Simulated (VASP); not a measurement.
# Y2Si2F (P6/mmm) in VASP: notebook

Runs on Y2Si2F. Level: PBE. Tasks: single point, relaxation of cell and atoms.

Program: VASP 6.6.1. These are calculated values, not measurements. Logs are shortened: lines on timing, memory, paths and dates and some standing lists are left out, and cuts for length are marked.

### 1 The cell of the first run

It takes space group P6/mmm (No. 191, hexagonal). The conventional cell has a = 5.032 Å, b = 5.032 Å, c = 4.750 Å, α = 90.00°, β = 90.00°, γ = 120.00°. Within 3.8 Å of Y (site symmetry -6m2) lie 3 Y at 2.91 Å and 3 F at 2.91 Å and 6 Si at 3.24 Å. Within 1.9 Å of Si (site symmetry 6mm) lie 1 F at 1.43 Å and 1 Si at 1.89 Å. F (site symmetry 6/mmm) has 2 Si at 1.43 Å within 1.9 Å.

### 2 Single point, PBE

Input file INCAR:

```
SYSTEM = Y2Si2F
PREC     = Accurate       ! precision mode
ENCUT    = 520            ! plane-wave cutoff, eV
EDIFF    = 1E-6           ! SCF threshold, eV
ISMEAR   = 0              ! smearing method
SIGMA    = 0.1            ! smearing width, eV
LREAL    = .FALSE.        ! projectors in reciprocal space
LASPH    = .TRUE.         ! aspherical terms in the spheres
NELM     = 60             ! most SCF steps
ALGO     = Normal         ! electronic algorithm
ISIF     = 2              ! what is computed and relaxed
LWAVE    = .FALSE.        ! write WAVECAR
LCHARG   = .FALSE.        ! write CHGCAR
GGA      = PE             ! functional
NBANDS   = 26             ! bands
```

Input file KPOINTS:

```
Automatic mesh
0
G
  6 6 4
  0 0 0
```

Input file POSCAR:

```
Y2Si2F
1.0
    5.0317232900      0.0000000000      0.0000000000
   -2.5158616500      4.3576001900      0.0000000000
    0.0000000000      0.0000000000      4.7503779600
Y Si F
2 2 1
Direct
    0.3333333300      0.6666666700      0.0000000000
    0.6666666700      0.3333333300      0.0000000000
    0.0000000000      0.0000000000      0.3015366800
    0.0000000000      0.0000000000      0.6984633200
    0.0000000000      0.0000000000      0.0000000000
```

Potentials or basis: VASP PAW PBE potentials, release 64 (Y_sv, Si, F).

Run with:

```bash
> cat potpaw_PBE.64/Y_sv/POTCAR potpaw_PBE.64/Si/POTCAR potpaw_PBE.64/F/POTCAR > POTCAR
> mpirun -np 1 vasp_std > vasp.out
```

OUTCAR:

```text
SYSTEM = Y2Si2F
   PREC = Accurate
   ENCUT = 520
   EDIFF = 1E-6
   ISMEAR = 0
   LREAL = .FALSE.
   LASPH = .TRUE.
   NELM = 60
   ISIF = 2
   GGA = PE

 ion  position               nearest neighbor table
   1  0.333  0.667  0.000-   2 2.91   2 2.91   5 2.91   5 2.91   5 2.91   2 2.91   4 3.24   3 3.24
                             3 3.24   4 3.24   3 3.24   4 3.24
   2  0.667  0.333  0.000-   1 2.91   1 2.91   5 2.91   5 2.91   5 2.91   1 2.91   4 3.24   3 3.24
                             4 3.24   3 3.24   4 3.24   3 3.24
   3  0.000  0.000  0.302-   5 1.43   4 1.89   4 2.86   2 3.24   1 3.24   1 3.24   2 3.24   2 3.24
                             1 3.24
   4  0.000  0.000  0.698-   5 1.43   3 1.89   3 2.86   1 3.24   2 3.24   1 3.24   2 3.24   2 3.24
                             1 3.24
   5  0.000  0.000  0.000-   3 1.43   4 1.43   1 2.91   2 2.91   1 2.91   2 2.91   2 2.91   1 2.91

  LATTYP: Found a hexagonal cell.
 ALAT       =     5.0317232900
 C/A-ratio  =     0.9440856912

  Lattice vectors:

 A1 = (   5.0317232900,   0.0000000000,   0.0000000000)
 A2 = (  -2.5158616500,   4.3576001900,   0.0000000000)
 A3 = (   0.0000000000,   0.0000000000,   4.7503779600)

Analysis of symmetry for initial positions (statically):
=====================================================================
 Subroutine PRICEL returns:
 Original cell was already a primitive cell.

 Routine SETGRP: Setting up the symmetry group for a
 hexagonal supercell.

 Subroutine GETGRP returns: Found 24 space group operations
 (whereof 24 operations were pure point group operations)
 out of a pool of 24 trial point group operations.

The static configuration has the point symmetry D_6h.

Analysis of symmetry for dynamics (positions and initial velocities):
=====================================================================
 Subroutine PRICEL returns:
 Original cell was already a primitive cell.

 Routine SETGRP: Setting up the symmetry group for a
 hexagonal supercell.

 Subroutine GETGRP returns: Found 24 space group operations
 (whereof 24 operations were pure point group operations)
 out of a pool of 24 trial point group operations.

The dynamic configuration has the point symmetry D_6h.

 Subroutine INISYM returns: Found 24 space group operations
 (whereof 24 operations are pure point group operations),
 and found     1 'primitive' translations

----------------------------------------------------------------------------------------

                                     Primitive cell

  volume of cell :     104.1579

  direct lattice vectors                    reciprocal lattice vectors
     5.031723290  0.000000000  0.000000000     0.198739069  0.114742055  0.000000000
    -2.515861650  4.357600190  0.000000000     0.000000000  0.229484110  0.000000000
     0.000000000  0.000000000  4.750377960     0.000000000  0.000000000  0.210509565

  length of vectors
     5.031723290  5.031723289  4.750377960     0.229484110  0.229484110  0.210509565

  position of ions in fractional coordinates (direct lattice)
     0.333333330  0.666666670  0.000000000
     0.666666670  0.333333330  0.000000000
     0.000000000  0.000000000  0.301536680
     0.000000000  0.000000000  0.698463320
     0.000000000  0.000000000  0.000000000

  ion indices of the primitive-cell ions
   primitive index   ion index
                 1           1
                 2           2
                 3           3
                 4           4
                 5           5

----------------------------------------------------------------------------------------

 KPOINTS: Automatic mesh

Automatic generation of k-mesh.
 Grid dimensions read from file:
 generate k-points for:    6    6    4

 Generating k-lattice:

  Cartesian coordinates                     Fractional coordinates (reciprocal lattice)
     0.033123178  0.019123676  0.000000000     0.166666667  0.000000000  0.000000000
     0.000000000  0.038247352  0.000000000     0.000000000  0.166666667  0.000000000
     0.000000000  0.000000000  0.052627391     0.000000000  0.000000000  0.250000000

  Length of vectors
     0.038247352  0.038247352  0.052627391

  Shift w.r.t. Gamma in fractional coordinates (k-lattice)
     0.000000000  0.000000000  0.000000000

 Subroutine IBZKPT returns following result:
 ===========================================

 Found     21 irreducible k-points:

 Following reciprocal coordinates:
            Coordinates               Weight
  0.000000  0.000000  0.000000      1.000000
  0.166667  0.000000  0.000000      6.000000
  0.333333  0.000000  0.000000      6.000000
  0.500000  0.000000  0.000000      3.000000
  0.166667  0.166667  0.000000      6.000000
  0.333333  0.166667  0.000000     12.000000
[... 13 lines left out ...]
  0.333333  0.166667  0.500000     12.000000
  0.333333  0.333333  0.500000      2.000000
   k-points           NKPTS =     21   k-points in BZ     NKDIM =     21   number of bands    NBANDS=     26
   number of dos      NEDOS =    301   number of ions     NIONS =      5
   total plane-waves  NPLWV =  57600
   dimension x,y,z NGX =    40 NGY =   40 NGZ =   36
   dimension x,y,z NGXF=    80 NGYF=   80 NGZF=   72
   ions per type =               2   2   1
   NGX,Y,Z   is equivalent  to a cutoff of  13.22, 13.22, 12.60 a.u.
   NGXF,Y,Z  is equivalent  to a cutoff of  26.43, 26.43, 25.20 a.u.
 SYSTEM =  Y2Si2F
   PREC   = accura    normal or accurate (medium, high low for compatibility)
   ISTART =      0    job   : 0-new  1-cont  2-samecut
   ICHARG =      2    charge: 1-file 2-atom 10-const
   ISPIN  =      1    spin polarized calculation?
   LNONCOLLINEAR =      F non collinear calculations
   LSORBIT =      F    spin-orbit coupling
   LASPH  =      T    aspherical Exc in radial PAW
   ENCUT  =  520.0 eV  38.22 Ry    6.18 a.u.   9.36  9.36  8.83*2*pi/ulx,y,z
   NELM   =     60;   NELMIN=  2; NELMDL= -5     # of ELM steps
   EDIFF  = 0.1E-05   stopping-criterion for ELM
   LREAL  =      F    real-space projection
   EDIFFG = 0.1E-04   stopping-criterion for IOM
   NSW    =      0    number of steps for IOM
   IBRION =     -1    ionic relax: 0-MD 1-quasi-New 2-CG
   NFREE  =      0    steps in history (QN), initial steepest desc. (CG)
   ISIF   =      2    stress and relaxation
   ISYM   =      2    0-nonsym 1-usesym 2-fastsym
   POTIM  = 0.5000    time-step for ionic-motion
   TEBEG  =    0.0;   TEEND  =   0.0 temperature during run
   PSTRESS=    0.0 pullay stress
   NELECT =      37.0000    total number of electrons
   NUPDOWN=      -1.0000    fix difference up-down
   EMIN   =  10.00;   EMAX   =-10.00  energy-range for DOS
   EFERMI =   0.00;   METHOD = LEGACY
   ISMEAR =     0;   SIGMA  =   0.10  broadening in eV -4-tet -1-fermi 0-gaus
   EFERMI_NEDOS =   21; number of points for ismear=-14 and -15
   IALGO  =     38    algorithm
   IMIX   =      4    mixing-type and parameters
     AMIX     =   0.40;   BMIX     =  1.00
     AMIX_MAG =   1.60;   BMIX_MAG =  1.00
  volume/ion in A,a.u.               =      20.83       140.58
  Fermi-wavevector in a.u.,A,eV,Ry     =   1.159430  2.191006 18.290021  1.344279
  Thomas-Fermi vector in A             =   2.296023
   LORBIT       =      0    0 simple, 1 ext, 2 COOP (PROOUT), +10 PAW based schemes
   GGA     = PE    functional components
   LHFCALC =     F    Hartree Fock is set to
   AEXX    =    0.0000 exact exchange contribution
   IVDW    =     0    specifies the selected vdW correction
   LEPSILON=     F    determine dielectric tensor
   LRPA    =     F    only Hartree local field effects (RPA)
 non-spin polarized calculation
 Gauss-broadening in eV      SIGMA  =   0.10
  energy-cutoff  :      520.00
  volume of cell :      104.16
 maximum number of plane-waves:      2826
 NGX is ok and might be reduce to    40
   NGX = 19   NGY = 19   NGZ = 17

 number of electron      37.0000004 magnetization

 Free energy of the ion-electron system (eV)
  ---------------------------------------------------
  ext. energy  EPLUGINS =         0.00000000
  ---------------------------------------------------
  free energy    TOTEN  =       -16.59091735 eV

  energy without entropy =      -16.55358632  energy(sigma->0) =      -16.57225184

 E-fermi :   4.9455     XC(G=0):  -9.6587

 val. band max:        4.9348787208   @ k =   0.5000   0.0000   0.5000
 cond. band min:       4.9679567628   @ k =   0.1667   0.0000   0.2500
 fundamental gap:      0.0330780419
 Fermi energy:         4.9455051070

 k-point     1 :       0.0000    0.0000    0.0000
  band No.  band energies     occupation
      1     -37.8081      2.00000
      2     -37.4538      2.00000
      3     -27.9782      2.00000
      4     -18.3539      2.00000
      5     -18.3539      2.00000
      6     -17.8152      2.00000
[... 18 lines left out ...]
     25       7.7873      0.00000
     26       7.9474      0.00000

 k-point     2 :       0.1667    0.0000    0.0000
  band No.  band energies     occupation
      1     -37.7876      2.00000
      2     -37.4752      2.00000
      3     -27.9810      2.00000
      4     -18.3908      2.00000
      5     -18.3085      2.00000
      6     -17.7936      2.00000
[... 18 lines left out ...]
     25       7.4581      0.00000
     26       8.0695      0.00000

 k-point     3 :       0.3333    0.0000    0.0000
  band No.  band energies     occupation
      1     -37.7345      2.00000
      2     -37.5303      2.00000
      3     -27.9869      2.00000
      4     -18.4574      2.00000
      5     -18.1802      2.00000
      6     -17.7383      2.00000
[... 485 lines left out ...]
 k-point    20 :       0.3333    0.1667    0.5000
  band No.  band energies     occupation
      1     -37.6913      2.00000
      2     -37.5736      2.00000
      3     -27.9828      2.00000
      4     -18.4825      2.00000
      5     -18.0484      2.00000
      6     -17.7096      2.00000
[... 18 lines left out ...]
     25       8.2812      0.00000
     26       8.5950      0.00000

 k-point    21 :       0.3333    0.3333    0.5000
  band No.  band energies     occupation
      1     -37.6327      2.00000
      2     -37.6327      2.00000
      3     -27.9843      2.00000
      4     -18.4937      2.00000
      5     -17.8131      2.00000
      6     -17.8131      2.00000
[... 18 lines left out ...]
     25       8.4107      0.00000
     26       8.4107      0.00000

------------------------ aborting loop because EDIFF is reached ----------------------------------------

  FORCE on cell =-STRESS in cart. coord.  units (eV):
  Direction    XX          YY          ZZ          XY          YZ          ZX
  --------------------------------------------------------------------------------------
  -------------------------------------------------------------------------------------
  Total        7.3782566      7.3782566     60.8621965     -0.0000000      0.0000000      0.0000000
  in kB      113.4937747    113.4937745    936.1941179     -0.0000001      0.0000000      0.0000000
  external PRESSURE =     387.7272224 kB  Pullay stress =       0.0000000 kB

 VOLUME and BASIS-vectors are now :
 -----------------------------------------------------------------------------
  energy-cutoff  :      520.00
  volume of cell :      104.16
      direct lattice vectors                 reciprocal lattice vectors
     5.031723290  0.000000000  0.000000000     0.198739069  0.114742055  0.000000000
    -2.515861650  4.357600190  0.000000000     0.000000000  0.229484110  0.000000000
     0.000000000  0.000000000  4.750377960     0.000000000  0.000000000  0.210509565

 POSITION                                       TOTAL-FORCE (eV/Angst)
 -----------------------------------------------------------------------------------
     -0.00000      2.90507      0.00000         0.000000      0.000000      0.000000
      2.51586      1.45253      0.00000        -0.000000      0.000000      0.000000
      0.00000      0.00000      1.43241         0.000000      0.000000      5.145966
      0.00000      0.00000      3.31796         0.000000     -0.000000     -5.145966
      0.00000      0.00000      0.00000         0.000000      0.000000      0.000000
 -----------------------------------------------------------------------------------
    total drift:                                0.000000     -0.000000     -0.000000

  FREE ENERGIE OF THE ION-ELECTRON SYSTEM (eV)
  ---------------------------------------------------
  free  energy   TOTEN  =       -16.5909173521 eV

  energy  without entropy=      -16.5535863185  energy(sigma->0) =      -16.57225184
```

It took 1.8 min on 1 thread of Intel Xeon 8259CL, shared host; peak memory 0.27 GiB.

Results:

```yaml
Free_energy: -16.5909 eV
Pressure: 38.8 GPa
Largest_force: 5.146 eV/Å
```

Forces on the atoms (eV/Å):
```
Y    0.000  0.000  0.000
Y    0.000  0.000  0.000
Si   0.000  0.000  5.146
Si   0.000  0.000 -5.146
F    0.000  0.000  0.000
```

Levels at points of the mesh, in eV from the Fermi level:
```tsv
k point	band 17	band 18	band 19	band 20	band 21	band 22
(0.00, 0.00, 0.00)	-1.05	0.15	0.50	0.50	0.69	0.69
(0.50, 0.00, 0.00)	-1.18	-1.02	-0.08	0.15	0.52	0.96
(0.00, 0.00, 0.50)	-0.08	-0.08	0.51	0.51	0.86	1.27
(0.50, 0.00, 0.50)	-0.81	-0.49	-0.01	0.20	2.42	2.47
```

Caveat: an odd number of electrons without spin polarisation forces a metal; a magnetic or distorted state may lie lower.

[end of part 1 of 2]
